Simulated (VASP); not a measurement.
Write the native input for VASP 6.6.1 that does the following.

* Task: relaxation of cell and atoms
* Functional: r2SCAN
* Potentials or basis: VASP PAW PBE potentials, release 64 (Al, Ru_pv)
* Cutoff: 600 eV
* k mesh: 16 × 16 × 16
* Occupations: fermi-dirac, width 0.1 eV
* Spin: no spin polarisation
* Dipole correction: no
* Further INCAR settings: ALGO = Normal; EDIFF = 1e-07; IBRION = 2; EDIFFG = -0.002; NSW = 100; ISIF = 3

Crystal: AlRu.

```
CELL_PARAMETERS angstrom
2.99160 0.00000 0.00000
0.00000 2.99160 0.00000
0.00000 0.00000 2.99160
ATOMIC_POSITIONS crystal
Al 0.00000 0.00000 0.00000
Ru 0.50000 0.50000 0.50000
```

The input as run:

POSCAR

```
AlRu
1.0
    2.9916000000      0.0000000000      0.0000000000
    0.0000000000      2.9916000000      0.0000000000
    0.0000000000      0.0000000000      2.9916000000
Al Ru
1 1
Direct
    0.0000000000      0.0000000000      0.0000000000
    0.5000000000      0.5000000000      0.5000000000
```

INCAR.step1

```
SYSTEM = AlRu
ALGO = Normal
EDIFF = 1E-4
ENCUT = 600
GGA = PE
ISMEAR = -1
LASPH = .True.
LCHARG = .False.
LREAL = .False.
LWAVE = .True.
NELM = 60
PREC = Accurate
SIGMA = 0.1
```

INCAR.step2

```
SYSTEM = AlRu
ALGO = Normal
EDIFF = 1E-7
EDIFFG = -0.002
ENCUT = 600
IBRION = 2
ISIF = 3
ISMEAR = -1
ISTART = 1
LASPH = .True.
LCHARG = .False.
LMIXTAU = .True.
LREAL = .False.
LWAVE = .False.
METAGGA = R2SCAN
NELM = 60
NSW = 100
PREC = Accurate
SIGMA = 0.1
```

KPOINTS

```
k-points
0
Gamma
  16 16 16
  0 0 0
```

Potentials or basis: VASP PAW PBE potentials, release 64 (Al, Ru_pv).

The run is started by

```console
$ cat potpaw_PBE.64/Al/POTCAR potpaw_PBE.64/Ru_pv/POTCAR > POTCAR
$ cp INCAR.step1 INCAR
$ mpirun -np 1 vasp_std > vasp.out
$ cp INCAR.step2 INCAR
$ mpirun -np 1 vasp_std > vasp.out
```

It gave:

- Relaxed volume: 13.28 Å³/atom
- Relaxed cell: a = 2.984 Å, b = 2.984 Å, c = 2.984 Å, α = 90.00°, β = 90.00°, γ = 90.00°
- Space group after relaxing (to 0.05 Å): Pm-3m (No. 221)
- Energy gained by relaxing: 0.6 meV/atom
- Ionic steps: 3
- Pressure after relaxing: 0.0 GPa

Caveat: the PAW data sets were made with another functional, which shifts forces and pressure a little.

Run time: 16 min on 1 thread of AMD EPYC 7R13, on a shared host, peak memory 0.18 GiB.
